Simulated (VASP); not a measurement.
Set up this calculation in VASP 6.6.1, as the native input.

| Quantity | Value |
| --- | --- |
| Task | single point |
| Functional | PBE |
| Potentials or basis | VASP PAW PBE potentials, release 64 (Mg, S) |
| Cutoff | 520 eV |
| k mesh | 6 × 6 × 4 |
| Occupations | gaussian, width 0.05 eV |
| Spin | no spin polarisation |
| Dipole correction | no |
| Further INCAR settings | ALGO = Normal; EDIFF = 1e-06; NBANDS = 16 |

The structure of MgS lies in POSCAR:

```
MgS
1.0
    4.0346224068      0.0000000000      0.0000000000
   -2.0173112034      3.4940854990      0.0000000000
    0.0000000000      0.0000000000      6.4322941800
Mg S
2 2
Direct
    0.6666666667      0.3333333333      0.4957548500
    0.3333333333      0.6666666667      0.9957548500
    0.1574042006      0.5378776029      0.3792441500
    0.6666666667      0.3333333333      0.8792441500
```

This cell differs from its parent crystal: atom 3 (S) moved by (-0.450, -0.450) A along x and y.

One way to write it, as run:

INCAR

```
SYSTEM = MgS
PREC = Accurate
ENCUT = 520
EDIFF = 1E-6
ISMEAR = 0
SIGMA = 0.05
LREAL = .False.
LASPH = .True.
NELM = 100
ALGO = Normal
ISIF = 2
LWAVE = .False.
LCHARG = .True.
GGA = PE
LELF = .True.
LVHAR = .True.
NBANDS = 16
```

KPOINTS

```
regular mesh
0
Gamma
  6 6 4
  0 0 0
```

Potentials or basis: VASP PAW PBE potentials, release 64 (Mg, S).

Run with:

```console
$ cat potpaw_PBE.64/Mg/POTCAR potpaw_PBE.64/S/POTCAR > POTCAR
$ mpirun -np 1 vasp_std > vasp.out
```

Results of the run:

```
Pressure               : 9.4 GPa
Largest force          : 10.627 eV/Å
Band gap on the k mesh : 3.09 eV
```

Caveat: the cell differs from its parent crystal (atom 3 (S) moved by (-0.450, -0.450) A along x and y); the cell stands under pressure; forces of over 1 eV/Å act on the atoms, so gaps and moduli don't describe the material at rest.

Run time: 2.2 min on 1 thread of Intel Xeon 8259CL, with other jobs on the host, peak memory 0.26 GiB.
